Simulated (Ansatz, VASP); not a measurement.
# One calculation of Se, two programs

The input INCAR:

```
  PREC = Accurate
  ENCUT = 520
  EDIFF = 1E-7
  ISMEAR = -1
  SIGMA = 0.08
  LREAL = F
  LASPH = T
  NELM = 80
  ALGO = Normal
  ISIF = 2
  LWAVE = F
  LCHARG = F
  NBANDS = 13
```

The input KPOINTS:

```
regular mesh
0
Gamma
  11 11 11
```

File POSCAR:

```
Se
1.0
    0.0000000000      2.7123146435      2.7123146435
    2.7123146435      0.0000000000      2.7123146435
    2.7123146435      2.7123146435      0.0000000000
Se
2
Direct
   -0.1250000000     -0.1250000000     -0.1250000000
    0.1250000000      0.1250000000      0.1250000000
```

Input for Ansatz:

```yaml
crystal:
  lattice:
    - [0.0, 2.7123146435, 2.7123146435]
    - [2.7123146435, 0.0, 2.7123146435]
    - [2.7123146435, 2.7123146435, 0.0]
  atoms:
    - { symbol: Se, position: [-0.125, -0.125, -0.125] }
    - { symbol: Se, position: [0.125, 0.125, 0.125] }
kpoints:
  mp_grid: { grid: [11, 11, 11] }
scf:
  occupations: { method: fermi_dirac, width: 0.08 }
hamiltonian:
  xc: lda
  pseudopotentials: { kind: all_electron, lapw: { basis_error: 0.001 } }
output:
  forces: true
  stress: true
  eigenvalues: true
  populations: true
```

Change from the starting cell: volume scaled by 0.68, LAPW.

Alike in both runs: task single point; functional LDA; k mesh 11 × 11 × 11; occupations fermi-dirac, width 0.08 eV; no spin polarisation.

```csv
,VASP,Ansatz
version,VASP 6.6.1,Ansatz 0.2.0
potentials or method,"VASP PAW LDA potentials, release 64 (Se), cutoff 520 eV","all-electron LAPW, scalar-relativistic"
```

```tsv
	VASP	Ansatz	Ansatz less VASP
pressure (GPa)	39.3	38.7	-0.59
```

LDA's correlation is that of Perdew and Zunger in VASP and of Perdew and Wang (1992) in Ansatz. Both programs put the cell under a high pressure, so it lies far from rest at this level. Ansatz ran all-electron here, and VASP with PAW potentials.
